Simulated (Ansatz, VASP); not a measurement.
## One calculation of Pt, two programs

Contents of INCAR:

```
SYSTEM = Pt
ALGO     = Normal         ! electronic algorithm
EDIFF    = 1E-6           ! SCF threshold, eV
ENCUT    = 500            ! plane-wave cutoff, eV
GGA      = CA             ! functional
GGA_COMPAT= .False.      
ISIF     = 2              ! what is computed and relaxed
ISMEAR   = 0              ! smearing method
LASPH    = .True.         ! aspherical terms in the spheres
LCHARG   = .False.        ! write CHGCAR
LREAL    = .False.        ! projectors in reciprocal space
LWAVE    = .False.        ! write WAVECAR
NBANDS   = 25             ! bands
NELM     = 120            ! most SCF steps
PREC     = Accurate       ! precision mode
SIGMA    = 0.15           ! smearing width, eV
```

Contents of KPOINTS:

```
k-points
0
Gamma
  12 12 8
  0 0 0
```

POSCAR

```
Pt
1.0
    2.7079582014      0.0000000000      0.0000000000
   -1.3539791007      2.3451605948      0.0000000000
    0.0000000000      0.0000000000      4.6781625695
Pt
2
Direct
    0.6666666667      0.3333333333      0.7500000000
    0.3333333333      0.6666666667      0.2500000000
```

Input for Ansatz:

```yaml
crystal:
  lattice:
    - [2.7079582014, 0.0, 0.0]
    - [-1.3539791007, 2.3451605948, 0.0]
    - [0.0, 0.0, 4.6781625695]
  atoms:
    - { symbol: Pt, position: [0.6666666667, 0.3333333333, 0.75] }
    - { symbol: Pt, position: [0.3333333333, 0.6666666667, 0.25] }
basis:
  ecutwfc: 420
kpoints:
  mp_grid: { grid: [12, 12, 8] }
hamiltonian:
  xc: lda
scf:
  occupations: { method: gaussian, width: 0.15 }
output:
  forces: true
  stress: true
  eigenvalues: true
  write_density: true
  write_potential: true
  elf: true
  volumetric_format: npy
```

Alike in both runs: task single point; functional LDA; k mesh 12 × 12 × 8; occupations gaussian, width 0.15 eV; no spin polarisation.

|  | VASP | Ansatz |
| --- | --- | --- |
| version | VASP 6.6.1 | Ansatz 0.2.0 |
| potentials or method | VASP PAW LDA potentials, release 64 (Pt_sv_GW), cutoff 500 eV | scalar-relativistic, plane waves, PAW |
| valence electrons in the cell | 36 | 36 |

|  | VASP | Ansatz | Ansatz less VASP |
| --- | --- | --- | --- |
| gap on the k mesh at the Fermi level (eV) | none | none | - |
| pressure (GPa) | -2.3 | 0.2 | +2.48 |
| traceless stress, the component that is largest in VASP (GPa) | -0.54 | -0.15 | +0.384 |

LDA's correlation is that of Perdew and Zunger in VASP and of Perdew and Wang (1992) in Ansatz. A gap of «none» marks a metal or a gap that the smearing closes.

Spin-orbit coupling is off throughout.
